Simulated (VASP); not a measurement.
MnHg:

```
Mn Hg
1.0
     3.31500    0.00000    0.00000
     0.00000    3.31500    0.00000
     0.00000    0.00000    3.31500
Mn Hg
1 1
Direct
  0.50000 0.50000 0.50000
  0.00000 0.00000 0.00000
```

Base run:

```yaml
Program: VASP 6.6.1
Functional: PBE
Potentials_or_basis: VASP PAW PBE potentials, release 64 (Mn_pv, Hg)
Cutoff: 520 eV
k_mesh: 10 × 10 × 10
Occupations: fermi-dirac, width 0.1 eV
Spin: collinear spin, ferromagnetic start
Starting_moments: "[5.05, 0.0] μB"
Fixed_moment: 5.05 μB
```

Its results: pressure 11.1 GPa; site moments Mn +4.35; Hg +0.21 μB.

Problem. The run is repeated on the same cell with these changes: fixed moment from 5.05 μB to 3.5 μB; moments at the start from [5.05, 0.0] to [3.5, 0.0]. What comes out?

Solution. Pressure -1.9 GPa; site moments Mn +3.56; Hg -0.10 μB.

Caveats: the total moment is fixed, so each spin has its own Fermi level; the cell stands under pressure (at least some runs).
